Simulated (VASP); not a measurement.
# Sn3Se (Fm-3m) in VASP: a series of runs

Sn3Se is run at these levels: PBE; tasks: single point, relaxation of cell and atoms.

Everything below comes from runs of VASP 6.6.1. Logs are shortened: lines on timing, memory, paths and dates and some standing lists are left out, and cuts for length are marked.

## 1. The cell of the first run

It takes space group Fm-3m (No. 225, cubic). Conventional cell: a = 7.456 Å, b = 7.456 Å, c = 7.456 Å, α = 90.00°, β = 90.00°, γ = 90.00°. Within 4.2 Å of Sn (site symmetry -43m) lie 10 Sn at 3.23 to 3.73 Å and 4 Se at 3.23 Å. Sn (site symmetry m-3m) has 8 Sn at 3.23 Å and 6 Se at 3.73 Å within 4.2 Å. Se (site symmetry m-3m) has 14 Sn at 3.23 to 3.73 Å within 4.2 Å.

## 2. Single point, PBE

Input file INCAR:

```
SYSTEM = Sn3Se
PREC = Accurate
ENCUT = 520
EDIFF = 1E-6
ISMEAR = 0
SIGMA = 0.15
LREAL = .False.
LASPH = .True.
NELM = 80
ALGO = Normal
ISIF = 2
LWAVE = .False.
LCHARG = .True.
GGA = PE
LELF = .True.
LVHAR = .True.
NBANDS = 32
```

Input file KPOINTS:

```
Automatic mesh
0
Gamma
  12 12 12
  0 0 0
```

Input file POSCAR:

```
Sn3Se
1.0
    0.0000000000      3.7279542406      3.7279542406
    3.7279542406      0.0000000000      3.7279542406
    3.7279542406      3.7279542406      0.0000000000
Sn Se
3 1
Direct
    0.2500000000      0.2500000000      0.2500000000
    0.7500000000      0.7500000000      0.7500000000
    0.5000000000      0.5000000000      0.5000000000
    0.0000000000      0.0000000000      0.0000000000
```

Potentials or basis: VASP PAW PBE potentials, release 64 (Sn_d, Se).

The run is started by

```bash
cat potpaw_PBE.64/Sn_d/POTCAR potpaw_PBE.64/Se/POTCAR > POTCAR
mpirun -np 1 vasp_std > vasp.out
```

OUTCAR:

```text
SYSTEM = Sn3Se
   PREC = Accurate
   ENCUT = 520
   EDIFF = 1E-6
   ISMEAR = 0
   LREAL = .False.
   LASPH = .True.
   NELM = 80
   ISIF = 2
   GGA = PE

 ion  position               nearest neighbor table
   1  0.250  0.250  0.250-   4 3.23   4 3.23   4 3.23   3 3.23   4 3.23   3 3.23   3 3.23   3 3.23
                             2 3.73   2 3.73   2 3.73   2 3.73   2 3.73   2 3.73
   2  0.750  0.750  0.750-   3 3.23   3 3.23   3 3.23   3 3.23   4 3.23   4 3.23   4 3.23   4 3.23
                             1 3.73   1 3.73   1 3.73   1 3.73   1 3.73   1 3.73
   3  0.500  0.500  0.500-   1 3.23   1 3.23   1 3.23   1 3.23   2 3.23   2 3.23   2 3.23   2 3.23

   4  0.000  0.000  0.000-   2 3.23   2 3.23   2 3.23   1 3.23   2 3.23   1 3.23   1 3.23   1 3.23

  LATTYP: Found a face centered cubic cell.
 ALAT       =     7.4559084812

  Lattice vectors:

 A1 = (   0.0000000000,   3.7279542406,   3.7279542406)
 A2 = (   3.7279542406,   0.0000000000,   3.7279542406)
 A3 = (   3.7279542406,   3.7279542406,   0.0000000000)

Analysis of symmetry for initial positions (statically):
=====================================================================
 Subroutine PRICEL returns:
 Original cell was already a primitive cell.

 Routine SETGRP: Setting up the symmetry group for a
 face centered cubic supercell.

 Subroutine GETGRP returns: Found 48 space group operations
 (whereof 48 operations were pure point group operations)
 out of a pool of 48 trial point group operations.

The static configuration has the point symmetry O_h .

Analysis of symmetry for dynamics (positions and initial velocities):
=====================================================================
 Subroutine PRICEL returns:
 Original cell was already a primitive cell.

 Routine SETGRP: Setting up the symmetry group for a
 face centered cubic supercell.

 Subroutine GETGRP returns: Found 48 space group operations
 (whereof 48 operations were pure point group operations)
 out of a pool of 48 trial point group operations.

The dynamic configuration has the point symmetry O_h .

 Subroutine INISYM returns: Found 48 space group operations
 (whereof 48 operations are pure point group operations),
 and found     1 'primitive' translations

----------------------------------------------------------------------------------------

                                     Primitive cell

  volume of cell :     103.6196

  direct lattice vectors                    reciprocal lattice vectors
     0.000000000  3.727954241  3.727954241    -0.134121818  0.134121818  0.134121818
     3.727954241  0.000000000  3.727954241     0.134121818 -0.134121818  0.134121818
     3.727954241  3.727954241  0.000000000     0.134121818  0.134121818 -0.134121818

  length of vectors
     5.272123447  5.272123447  5.272123447     0.232305803  0.232305803  0.232305803

  position of ions in fractional coordinates (direct lattice)
     0.250000000  0.250000000  0.250000000
     0.750000000  0.750000000  0.750000000
     0.500000000  0.500000000  0.500000000
     0.000000000  0.000000000  0.000000000

  ion indices of the primitive-cell ions
   primitive index   ion index
                 1           1
                 2           2
                 3           3
                 4           4

----------------------------------------------------------------------------------------

 KPOINTS: Automatic mesh

Automatic generation of k-mesh.
 Grid dimensions read from file:
 generate k-points for:   12   12   12

 Generating k-lattice:

  Cartesian coordinates                     Fractional coordinates (reciprocal lattice)
    -0.011176818  0.011176818  0.011176818     0.083333333  0.000000000  0.000000000
     0.011176818 -0.011176818  0.011176818     0.000000000  0.083333333  0.000000000
     0.011176818  0.011176818 -0.011176818     0.000000000  0.000000000  0.083333333

  Length of vectors
     0.019358817  0.019358817  0.019358817

  Shift w.r.t. Gamma in fractional coordinates (k-lattice)
     0.000000000  0.000000000  0.000000000

 Subroutine IBZKPT returns following result:
 ===========================================

 Found     72 irreducible k-points:

 Following reciprocal coordinates:
            Coordinates               Weight
  0.000000  0.000000  0.000000      1.000000
  0.083333  0.000000  0.000000      8.000000
  0.166667  0.000000  0.000000      8.000000
  0.250000  0.000000  0.000000      8.000000
  0.333333  0.000000  0.000000      8.000000
  0.416667  0.000000  0.000000      8.000000
[... 16 lines left out ...]
  0.500000  0.166667  0.000000     24.000000
 -0.416667  0.166667  0.000000     24.000000
 [... further k-points ...]
   k-points           NKPTS =     72   k-points in BZ     NKDIM =     72   number of bands    NBANDS=     32
   number of dos      NEDOS =    301   number of ions     NIONS =      4
   total plane-waves  NPLWV =  64000
   dimension x,y,z NGX =    40 NGY =   40 NGZ =   40
   dimension x,y,z NGXF=    80 NGYF=   80 NGZF=   80
   ions per type =               3   1
   NGX,Y,Z   is equivalent  to a cutoff of  12.61, 12.61, 12.61 a.u.
   NGXF,Y,Z  is equivalent  to a cutoff of  25.23, 25.23, 25.23 a.u.
 SYSTEM =  Sn3Se
   PREC   = accura    normal or accurate (medium, high low for compatibility)
   ISTART =      0    job   : 0-new  1-cont  2-samecut
   ICHARG =      2    charge: 1-file 2-atom 10-const
   ISPIN  =      1    spin polarized calculation?
   LNONCOLLINEAR =      F non collinear calculations
   LSORBIT =      F    spin-orbit coupling
   LASPH  =      T    aspherical Exc in radial PAW
   ENCUT  =  520.0 eV  38.22 Ry    6.18 a.u.   9.80  9.80  9.80*2*pi/ulx,y,z
   NELM   =     80;   NELMIN=  2; NELMDL= -5     # of ELM steps
   EDIFF  = 0.1E-05   stopping-criterion for ELM
   LREAL  =      F    real-space projection
   EDIFFG = 0.1E-04   stopping-criterion for IOM
   NSW    =      0    number of steps for IOM
   IBRION =     -1    ionic relax: 0-MD 1-quasi-New 2-CG
   NFREE  =      0    steps in history (QN), initial steepest desc. (CG)
   ISIF   =      2    stress and relaxation
   ISYM   =      2    0-nonsym 1-usesym 2-fastsym
   POTIM  = 0.5000    time-step for ionic-motion
   TEBEG  =    0.0;   TEEND  =   0.0 temperature during run
   PSTRESS=    0.0 pullay stress
   NELECT =      48.0000    total number of electrons
   NUPDOWN=      -1.0000    fix difference up-down
   EMIN   =  10.00;   EMAX   =-10.00  energy-range for DOS
   EFERMI =   0.00;   METHOD = LEGACY
   ISMEAR =     0;   SIGMA  =   0.15  broadening in eV -4-tet -1-fermi 0-gaus
   EFERMI_NEDOS =   21; number of points for ismear=-14 and -15
   IALGO  =     38    algorithm
   IMIX   =      4    mixing-type and parameters
     AMIX     =   0.40;   BMIX     =  1.00
     AMIX_MAG =   1.60;   BMIX_MAG =  1.00
  volume/ion in A,a.u.               =      25.90       174.81
  Fermi-wavevector in a.u.,A,eV,Ry     =   1.266703  2.393721 21.831032  1.604536
  Thomas-Fermi vector in A             =   2.399889
   LORBIT       =      0    0 simple, 1 ext, 2 COOP (PROOUT), +10 PAW based schemes
   GGA     = PE    functional components
   LHFCALC =     F    Hartree Fock is set to
   AEXX    =    0.0000 exact exchange contribution
   IVDW    =     0    specifies the selected vdW correction
   LEPSILON=     F    determine dielectric tensor
   LRPA    =     F    only Hartree local field effects (RPA)
 non-spin polarized calculation
 Gauss-broadening in eV      SIGMA  =   0.15
  energy-cutoff  :      520.00
  volume of cell :      103.62
 maximum number of plane-waves:      2808
   NGX = 19   NGY = 19   NGZ = 19

 number of electron      48.0000025 magnetization

 Free energy of the ion-electron system (eV)
  ---------------------------------------------------
  ext. energy  EPLUGINS =         0.00000000
  ---------------------------------------------------
  free energy    TOTEN  =       -14.90570504 eV

  energy without entropy =      -14.87570462  energy(sigma->0) =      -14.89070483

 E-fermi :   7.2477     XC(G=0): -10.3111

 val. band max:        7.2332782852   @ k =  -0.3333   0.2500   0.0833
 cond. band min:       7.2572036969   @ k =  -0.4167   0.2500   0.0833
 fundamental gap:      0.0239254117
 Fermi energy:         7.2476514318

 k-point     1 :       0.0000    0.0000    0.0000
  band No.  band energies     occupation
      1     -14.3324      2.00000
      2     -14.3324      2.00000
      3     -14.2982      2.00000
      4     -14.2982      2.00000
      5     -14.2982      2.00000
      6     -14.2909      2.00000
[... 24 lines left out ...]
     31      13.8587      0.00000
     32      13.8587      0.00000

 k-point     2 :       0.0833    0.0000    0.0000
  band No.  band energies     occupation
      1     -14.3304      2.00000
      2     -14.3304      2.00000
      3     -14.3048      2.00000
      4     -14.3006      2.00000
      5     -14.3006      2.00000
      6     -14.2889      2.00000
[... 24 lines left out ...]
     31      13.4137      0.00000
     32      13.7816      0.00000

 k-point     3 :       0.1667    0.0000    0.0000
  band No.  band energies     occupation
      1     -14.3247      2.00000
      2     -14.3247      2.00000
      3     -14.3111      2.00000
      4     -14.3051      2.00000
      5     -14.3051      2.00000
      6     -14.2858      2.00000
[... 24 lines left out ...]
     31      12.4036      0.00000
     32      13.5373      0.00000

 k-point     4 :       0.2500    0.0000    0.0000
  band No.  band energies     occupation
      1     -14.3159      2.00000
      2     -14.3159      2.00000
      3     -14.3132      2.00000
      4     -14.3097      2.00000
      5     -14.3097      2.00000
      6     -14.2830      2.00000
[... 654 lines left out ...]
     31      12.7042      0.00000
     32      13.7131      0.00000

 k-point    23 :       0.5000    0.1667    0.0000
  band No.  band energies     occupation
      1     -14.3189      2.00000
      2     -14.3158      2.00000
      3     -14.3016      2.00000
      4     -14.2984      2.00000
      5     -14.2906      2.00000
      6     -14.2824      2.00000
[... 24 lines left out ...]
     31      12.6187      0.00000
     32      14.8582      0.00000

 k-point    24 :      -0.4167    0.1667    0.0000
  band No.  band energies     occupation
      1     -14.3175      2.00000
      2     -14.3163      2.00000
      3     -14.3016      2.00000
      4     -14.2949      2.00000
      5     -14.2888      2.00000
      6     -14.2842      2.00000
[... 24 lines left out ...]
     31      12.7316      0.00000
     32      15.7603      0.00000

 [... further k-points ...]

------------------------ aborting loop because EDIFF is reached ----------------------------------------

  FORCE on cell =-STRESS in cart. coord.  units (eV):
  Direction    XX          YY          ZZ          XY          YZ          ZX
  --------------------------------------------------------------------------------------
  -------------------------------------------------------------------------------------
  Total        0.0830898      0.0830898      0.0830898     -0.0000000      0.0000000     -0.0000000
  in kB        1.2847433      1.2847433      1.2847433     -0.0000000      0.0000000     -0.0000000
  external PRESSURE =       1.2847433 kB  Pullay stress =       0.0000000 kB

 VOLUME and BASIS-vectors are now :
 -----------------------------------------------------------------------------
  energy-cutoff  :      520.00
  volume of cell :      103.62
      direct lattice vectors                 reciprocal lattice vectors
     0.000000000  3.727954241  3.727954241    -0.134121818  0.134121818  0.134121818
     3.727954241  0.000000000  3.727954241     0.134121818 -0.134121818  0.134121818
     3.727954241  3.727954241  0.000000000     0.134121818  0.134121818 -0.134121818

 POSITION                                       TOTAL-FORCE (eV/Angst)
 -----------------------------------------------------------------------------------
      1.86398      1.86398      1.86398        -0.000000      0.000000     -0.000000
      5.59193      5.59193      5.59193         0.000000      0.000000      0.000000
      3.72795      3.72795      3.72795        -0.000000     -0.000000      0.000000
      0.00000      0.00000      0.00000        -0.000000     -0.000000      0.000000
 -----------------------------------------------------------------------------------
    total drift:                               -0.000000     -0.000000      0.000000

  FREE ENERGIE OF THE ION-ELECTRON SYSTEM (eV)
  ---------------------------------------------------
  free  energy   TOTEN  =       -14.9057050386 eV

  energy  without entropy=      -14.8757046161  energy(sigma->0) =      -14.89070483
```

Wall time 2.2 min (1 thread of AMD EPYC 9R45 (Zen 5), shared host); peak memory 0.33 GiB.

What came out:

```yaml
Free_energy: -14.9057 eV
Pressure: 0.1 GPa
Band_gap_on_the_k_mesh: zero (bands 24 and 25 overlap by 2.15 eV)
```

Levels at points of the mesh, in eV from the Fermi level:
```csv
k point,band 20,band 21,band 22,band 23,band 24,band 25,band 26,band 27,band 28,band 29
"(0.00, 0.00, 0.00)",-2.86,-2.86,-2.84,-1.28,-1.28,-1.28,-0.54,-0.54,-0.54,4.11
"(0.50, 0.00, 0.00)",-3.36,-3.36,-2.15,-2.15,-0.84,0.39,2.13,2.13,3.54,3.54
"(0.50, 0.50, 0.00)",-4.81,-4.81,-0.32,0.47,0.47,1.02,2.78,2.78,3.28,4.15
```

Caveat: spin-orbit coupling is left out, which moves the levels of the heavy elements.

## 3. Relaxation of cell and atoms, PBE

This run uses another cell than the first one, of 26.01 Å³/atom.

Input file INCAR:

```
SYSTEM = Sn3Se
PREC     = Accurate       ! precision mode
ENCUT    = 600            ! plane-wave cutoff, eV
EDIFF    = 1E-7           ! SCF threshold, eV
ISMEAR   = 0              ! smearing method
SIGMA    = 0.1            ! smearing width, eV
LREAL    = .False.        ! projectors in reciprocal space
LASPH    = .True.         ! aspherical terms in the spheres
NELM     = 60             ! most SCF steps
ALGO     = Normal         ! electronic algorithm
ISIF     = 3              ! what is computed and relaxed
LWAVE    = .False.        ! write WAVECAR
LCHARG   = .False.        ! write CHGCAR
GGA      = PE             ! functional
IBRION   = 2              ! ionic algorithm
NSW      = 100            ! ionic steps
EDIFFG   = -0.005         ! ionic threshold
```

Input file KPOINTS:

```
Automatic mesh
0
Gamma
  10 10 10
  0 0 0
```

Input file POSCAR:

```
Sn3Se
1.0
    0.0000000000      3.7331380000      3.7331380000
    3.7331380000      0.0000000000      3.7331380000
    3.7331380000      3.7331380000      0.0000000000
Sn Se
3 1
Direct
    0.2500000000      0.2500000000      0.2500000000
    0.7500000000      0.7500000000      0.7500000000
    0.5000000000      0.5000000000      0.5000000000
    0.0000000000      0.0000000000      0.0000000000
```

Potentials or basis: VASP PAW PBE potentials, release 64 (Sn_d, Se).

The run is started by

```bash
cat potpaw_PBE.64/Sn_d/POTCAR potpaw_PBE.64/Se/POTCAR > POTCAR
mpirun -np 1 vasp_std > vasp.out
```

Run time: 3.9 min. Hardware: 1 thread of AMD EPYC 9R45 (Zen 5), shared host; peak memory 0.33 GiB.

It converged, with:

| Property | Result |
| --- | --- |
| Free energy | -14.9002 eV |
| Relaxed volume | 25.93 Å³/atom |
| Relaxed cell | a = 5.274 Å, b = 5.274 Å, c = 5.274 Å, α = 60.00°, β = 60.00°, γ = 60.00° |
| Space group after relaxing (to 0.1 Å) | Fm-3m (No. 225) |
| Energy gained by relaxing | 0.0 meV/atom |
| Ionic steps | 3 |
| Pressure after relaxing | 0.0 GPa |

Step by step:
| step | energy change (eV) | largest force (eV/Å) | pressure (GPa) | volume (Å³) |
| --- | --- | --- | --- | --- |
| 1 | 0.0000 | 0.0000 | -0.17 | 104.05 |
| 2 | -0.0002 | 0.0000 | 0.03 | 103.65 |
| 3 | -0.0002 | 0.0000 | 0.00 | 103.71 |

Final structure:
```cif
data_structure
_symmetry_space_group_name_H-M 'P 1'
_symmetry_Int_Tables_number 1
_cell_length_a 5.2737
_cell_length_b 5.2737
_cell_length_c 5.2737
_cell_angle_alpha 60.000
_cell_angle_beta 60.000
_cell_angle_gamma 60.000
_cell_volume 103.71
loop_
_atom_site_label
_atom_site_type_symbol
_atom_site_fract_x
_atom_site_fract_y
_atom_site_fract_z
_atom_site_occupancy
Sn1 Sn 0.25000 0.25000 0.25000 1
Sn2 Sn 0.75000 0.75000 0.75000 1
Sn3 Sn 0.50000 0.50000 0.50000 1
Se1 Se 0.00000 0.00000 0.00000 1
```

Levels at points of the mesh, in eV from the Fermi level:
```tsv
k point	band 20	band 21	band 22	band 23	band 24	band 25	band 26	band 27	band 28
(0.00, 0.00, 0.00)	-2.89	-2.89	-2.88	-1.31	-1.31	-1.31	-0.57	-0.57	-0.57
(0.50, 0.00, 0.00)	-3.39	-3.39	-2.17	-2.17	-0.88	0.35	2.09	2.09	3.51
(0.50, 0.50, 0.00)	-4.83	-4.83	-0.35	0.44	0.44	0.98	2.74	2.74	3.25
```

Caveat: the highest band is partly filled, so the run has too few bands; spin-orbit coupling is left out, which moves the levels of the heavy elements.
